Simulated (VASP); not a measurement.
# MoSe (Fm-3m) in VASP: further runs, part 2 of 2

VASP 6.6.1.

## 4. Single point, PBE+U, collinear spin

INCAR reads:

```
PREC = Accurate
ENCUT = 520
EDIFF = 1E-6
ISMEAR = 0
SIGMA = 0.05
LREAL = False
LASPH = True
NELM = 150
ALGO = Normal
ISIF = 2
LWAVE = False
LCHARG = True
ISPIN = 2
MAGMOM = 3.5 0
LORBIT = 11
LMAXMIX = 4
LDAU = True
LDAUTYPE = 2
LDAUL = 2 -1
LDAUU = 6 0
LDAUJ = 0 0
LDAUPRINT = 1
GGA = PE
LELF = True
LVHAR = True
NBANDS = 21
```

KPOINTS reads:

```
Automatic mesh
0
Gamma
  14 14 14
```

POSCAR reads:

```
MoSe
1.0
    0.0000000000      2.6101627283      2.6101627283
    2.6101627283      0.0000000000      2.6101627283
    2.6101627283      2.6101627283      0.0000000000
Mo Se
1 1
Direct
    0.0000000000      0.0000000000      0.0000000000
    0.5000000000      0.5000000000      0.5000000000
```

Potentials or basis: VASP PAW PBE potentials, release 64 (Mo_sv, Se).

Started as:

```
$ cat potpaw_PBE.64/Mo_sv/POTCAR potpaw_PBE.64/Se/POTCAR > POTCAR
$ mpirun -np 1 vasp_std > vasp.out
```

OUTCAR:

```text
PREC = Accurate
   ENCUT = 520
   EDIFF = 1E-6
   ISMEAR = 0
   LREAL = False
   LASPH = True
   NELM = 150
   ISIF = 2
   ISPIN = 2
   LORBIT = 11
   GGA = PE

 ion  position               nearest neighbor table
   1  0.000  0.000  0.000-   2 2.61   2 2.61   2 2.61   2 2.61   2 2.61   2 2.61
   2  0.500  0.500  0.500-   1 2.61   1 2.61   1 2.61   1 2.61   1 2.61   1 2.61

  LATTYP: Found a face centered cubic cell.
 ALAT       =     5.2203254566

  Lattice vectors:

 A1 = (   0.0000000000,   2.6101627283,   2.6101627283)
 A2 = (   2.6101627283,   0.0000000000,   2.6101627283)
 A3 = (   2.6101627283,   2.6101627283,   0.0000000000)

Analysis of symmetry for initial positions (statically):
=====================================================================
 Subroutine PRICEL returns:
 Original cell was already a primitive cell.

 Routine SETGRP: Setting up the symmetry group for a
 face centered cubic supercell.

 Subroutine GETGRP returns: Found 48 space group operations
 (whereof 48 operations were pure point group operations)
 out of a pool of 48 trial point group operations.

The static configuration has the point symmetry O_h .

Analysis of symmetry for dynamics (positions and initial velocities):
=====================================================================
 Subroutine PRICEL returns:
 Original cell was already a primitive cell.

 Routine SETGRP: Setting up the symmetry group for a
 face centered cubic supercell.

 Subroutine GETGRP returns: Found 48 space group operations
 (whereof 48 operations were pure point group operations)
 out of a pool of 48 trial point group operations.

The dynamic configuration has the point symmetry O_h .

Analysis of structural, dynamic, and magnetic symmetry:
=====================================================================
 Subroutine PRICEL returns:
 Original cell was already a primitive cell.

 Routine SETGRP: Setting up the symmetry group for a
 face centered cubic supercell.

 Subroutine GETGRP returns: Found 48 space group operations
 (whereof 48 operations were pure point group operations)
 out of a pool of 48 trial point group operations.

The overall configuration has the point symmetry O_h .

 Subroutine INISYM returns: Found 48 space group operations
 (whereof 48 operations are pure point group operations),
 and found     1 'primitive' translations

----------------------------------------------------------------------------------------

                                     Primitive cell

  volume of cell :      35.5658

  direct lattice vectors                    reciprocal lattice vectors
     0.000000000  2.610162728  2.610162728    -0.191558938  0.191558938  0.191558938
     2.610162728  0.000000000  2.610162728     0.191558938 -0.191558938  0.191558938
     2.610162728  2.610162728  0.000000000     0.191558938  0.191558938 -0.191558938
[... 113 lines left out ...]
   GGA     = PE    functional components
   LHFCALC =     F    Hartree Fock is set to
   AEXX    =    0.0000 exact exchange contribution
   IVDW    =     0    specifies the selected vdW correction
   LEPSILON=     F    determine dielectric tensor
   LRPA    =     F    only Hartree local field effects (RPA)
 spin polarized calculation
 Gauss-broadening in eV      SIGMA  =   0.05
  energy-cutoff  :      520.00
  volume of cell :       35.57
 maximum number of plane-waves:       982
   NGX = 13   NGY = 13   NGZ = 13

atom =   1  type =  1  l = 2

 onsite density matrix

spin component  1

  0.8636  0.0000  0.0000  0.0000 -0.0000
  0.0000  0.8636 -0.0000  0.0000 -0.0000
  0.0000 -0.0000  0.5638 -0.0000 -0.0000
  0.0000  0.0000 -0.0000  0.8636 -0.0000
 -0.0000 -0.0000 -0.0000 -0.0000  0.5638

spin component  2

  0.0559 -0.0000 -0.0000 -0.0000  0.0000
 -0.0000  0.0559  0.0000 -0.0000 -0.0000
 -0.0000  0.0000  0.1238  0.0000 -0.0000
 -0.0000 -0.0000  0.0000  0.0559 -0.0000
  0.0000 -0.0000 -0.0000 -0.0000  0.1238

 occupancies and eigenvectors

  o =  0.0559  v =  0.0000  0.0000  0.0000  0.0000  0.0000 -0.0672 -0.9976  0.0000 -0.0139 -0.0000      0.0000  0.0000  0.0000  0.0000  0.0000  0.0000  0.0000  0.0000  0.0000  0.0000
  o =  0.0559  v =  0.0000  0.0000  0.0000  0.0000  0.0000  0.9977 -0.0672  0.0000 -0.0004 -0.0000      0.0000  0.0000  0.0000  0.0000  0.0000  0.0000  0.0000  0.0000  0.0000  0.0000
  o =  0.0559  v =  0.0000  0.0000  0.0000  0.0000  0.0000  0.0005  0.0139  0.0000 -0.9999 -0.0000      0.0000  0.0000  0.0000  0.0000  0.0000  0.0000  0.0000  0.0000  0.0000  0.0000
  o =  0.1238  v =  0.0000  0.0000  0.0000  0.0000  0.0000 -0.0000  0.0000 -0.0446 -0.0000 -0.9990      0.0000  0.0000  0.0000  0.0000  0.0000  0.0000  0.0000  0.0000  0.0000  0.0000
  o =  0.1238  v =  0.0000  0.0000  0.0000  0.0000  0.0000  0.0000 -0.0000 -0.9990 -0.0000  0.0446      0.0000  0.0000  0.0000  0.0000  0.0000  0.0000  0.0000  0.0000  0.0000  0.0000
  o =  0.5638  v =  0.0000 -0.0000 -0.0289  0.0000 -0.9996  0.0000  0.0000  0.0000  0.0000  0.0000      0.0000  0.0000  0.0000  0.0000  0.0000  0.0000  0.0000  0.0000  0.0000  0.0000
  o =  0.5638  v =  0.0000 -0.0000 -0.9996  0.0000  0.0289  0.0000  0.0000  0.0000  0.0000  0.0000      0.0000  0.0000  0.0000  0.0000  0.0000  0.0000  0.0000  0.0000  0.0000  0.0000
  o =  0.8636  v =  0.0000 -0.2851  0.0000  0.9585 -0.0000  0.0000  0.0000  0.0000  0.0000  0.0000      0.0000  0.0000  0.0000  0.0000  0.0000  0.0000  0.0000  0.0000  0.0000  0.0000
  o =  0.8636  v =  1.0000  0.0000  0.0000  0.0000  0.0000  0.0000  0.0000  0.0000  0.0000  0.0000      0.0000  0.0000  0.0000  0.0000  0.0000  0.0000  0.0000  0.0000  0.0000  0.0000
  o =  0.8636  v =  0.0000 -0.9585  0.0000 -0.2851  0.0000  0.0000  0.0000  0.0000  0.0000  0.0000      0.0000  0.0000  0.0000  0.0000  0.0000  0.0000  0.0000  0.0000  0.0000  0.0000

 number of electron      20.0000001 magnetization       3.5946672

 Free energy of the ion-electron system (eV)
  ---------------------------------------------------
  ext. energy  EPLUGINS =         0.00000000
  ---------------------------------------------------
  free energy    TOTEN  =        -8.68058938 eV

  energy without entropy =       -8.67907958  energy(sigma->0) =       -8.67983448

 E-fermi :  10.1246     XC(G=0): -11.6154

 val. band max:       10.1129297812   @ k =  -0.4286   0.4286   0.1429
 cond. band min:      10.1272529403   @ k =  -0.2857   0.2143   0.0714
 fundamental gap:      0.0143231591
 Fermi energy:        10.1246211159

 spin component 1

 k-point     1 :       0.0000    0.0000    0.0000
  band No.  band energies     occupation
      1     -52.1699      1.00000
      2     -26.4183      1.00000
      3     -26.4183      1.00000
      4     -26.4183      1.00000
      5      -6.1577      1.00000
      6       5.1471      1.00000
[... 1145 lines left out ...]
     20      26.3302      0.00000
     21      28.2214      0.00000

 [... further k-points ...]

------------------------ aborting loop because EDIFF is reached ----------------------------------------

  FORCE on cell =-STRESS in cart. coord.  units (eV):
  Direction    XX          YY          ZZ          XY          YZ          ZX
  --------------------------------------------------------------------------------------
  -------------------------------------------------------------------------------------
  Total        6.6736729      6.6736729      6.6736729      0.0000000      0.0000000      0.0000000
  in kB      300.6372254    300.6372254    300.6372254      0.0000000      0.0000000      0.0000000
  external PRESSURE =     300.6372254 kB  Pullay stress =       0.0000000 kB

 VOLUME and BASIS-vectors are now :
 -----------------------------------------------------------------------------
  energy-cutoff  :      520.00
  volume of cell :       35.57
      direct lattice vectors                 reciprocal lattice vectors
     0.000000000  2.610162728  2.610162728    -0.191558938  0.191558938  0.191558938
     2.610162728  0.000000000  2.610162728     0.191558938 -0.191558938  0.191558938
     2.610162728  2.610162728  0.000000000     0.191558938  0.191558938 -0.191558938

 POSITION                                       TOTAL-FORCE (eV/Angst)
 -----------------------------------------------------------------------------------
      0.00000      0.00000      0.00000        -0.000000      0.000000      0.000000
      2.61016      2.61016      2.61016         0.000000     -0.000000     -0.000000
 -----------------------------------------------------------------------------------
    total drift:                               -0.000000      0.000000      0.000000

  FREE ENERGIE OF THE ION-ELECTRON SYSTEM (eV)
  ---------------------------------------------------
  free  energy   TOTEN  =        -8.6805893849 eV

  energy  without entropy=       -8.6790795792  energy(sigma->0) =       -8.67983448

 total charge

# of ion       s       p       d       tot
------------------------------------------
    1        2.247   6.109   4.088  12.445
    2        1.437   2.528   0.087   4.052
--------------------------------------------------
tot          3.684   8.637   4.175  16.496

 magnetization (x)

# of ion       s       p       d       tot
------------------------------------------
    1        0.077   0.029   3.276   3.382
    2        0.004  -0.087   0.046  -0.037
--------------------------------------------------
tot          0.081  -0.058   3.322   3.345
```

OSZICAR:

```text
N       E                     dE             d eps       ncg     rms          rms(c)
DAV:   1     0.147495885275E+03    0.14750E+03   -0.98912E+03  8768   0.893E+02
DAV:   2    -0.329973598422E+01   -0.15080E+03   -0.14554E+03 10142   0.267E+02
DAV:   3    -0.706019146330E+01   -0.37605E+01   -0.37252E+01 10413   0.389E+01
DAV:   4    -0.707371865715E+01   -0.13527E-01   -0.13526E-01  9481   0.272E+00
DAV:   5    -0.707378158207E+01   -0.62925E-04   -0.62924E-04 10475   0.186E-01    0.152E+01
DAV:   6    -0.843236647719E+01   -0.13586E+01   -0.57839E+00  9046   0.125E+01    0.835E+00
DAV:   7    -0.864718672262E+01   -0.21482E+00   -0.22853E-01  9936   0.314E+00    0.493E+00
DAV:   8    -0.867461372328E+01   -0.27427E-01   -0.57079E-02  9371   0.179E+00    0.265E+00
DAV:   9    -0.867865232850E+01   -0.40386E-02   -0.18667E-02  9982   0.106E+00    0.782E-01
DAV:  10    -0.868008054374E+01   -0.14282E-02   -0.26614E-03  9501   0.368E-01    0.258E-01
DAV:  11    -0.868046957312E+01   -0.38903E-03   -0.12212E-03  9846   0.281E-01    0.697E-02
DAV:  12    -0.868052684067E+01   -0.57268E-04   -0.90534E-05  9882   0.591E-02    0.457E-02
DAV:  13    -0.868056943896E+01   -0.42598E-04   -0.41646E-05  9817   0.366E-02    0.248E-02
DAV:  14    -0.868057690546E+01   -0.74665E-05   -0.68976E-06  9826   0.160E-02    0.170E-02
DAV:  15    -0.868058693224E+01   -0.10027E-04   -0.12275E-05  9851   0.197E-02    0.900E-03
DAV:  16    -0.868058872869E+01   -0.17965E-05   -0.23966E-06  8016   0.802E-03    0.542E-03
DAV:  17    -0.868058938490E+01   -0.65620E-06   -0.16048E-06  6772   0.731E-03
   1 F= -.86805894E+01 E0= -.86798345E+01  d E =-.150981E-02  mag=     3.5939
```

Run time: 77 s. Hardware: 1 thread of AMD EPYC 9R45 (Zen 5), shared host; peak memory 0.23 GiB.

What came out:

| Quantity | Value |
| --- | --- |
| Free energy | -8.6806 eV |
| Pressure | 30.1 GPa |
| Net moment | 3.59 μB per cell |
| Site moments | Mo +3.38; Se -0.04 μB |
| Valence electrons inside the program's atomic spheres | Mo 12.45; Se 4.05 |

Eigenvalues of the final occupation matrices:
```
    site  spin  trace               eigenvalues
site 1 d     1   3.72  0.56 0.56 0.86 0.86 0.86
site 1 d     2   0.42  0.06 0.06 0.06 0.12 0.12
```

Caveat: the cell stands under pressure.

## 5. The runs side by side

| U | gap on the mesh (eV) | pressure (GPa) | moment (μB) |
| --- | --- | --- | --- |
| Mo d U = 2.0 eV | none | 14.8 | 2.75 |
| Mo d U = 4.0 eV | none | 21.9 | 3.17 |
| Mo d U = 6.0 eV | none | 30.1 | 3.59 |

Alike in all rows: task single point; level PBE+U; potentials or basis VASP PAW PBE potentials, release 64 (Mo_sv, Se); spin collinear; cell as given; k mesh 14 × 14 × 14; cutoff (eV) 520; smearing gaussian 0.05 eV.

Caveats: the cell stands under pressure.

Total energies depend on the potentials used, so only differences within one code and one set of settings carry meaning.
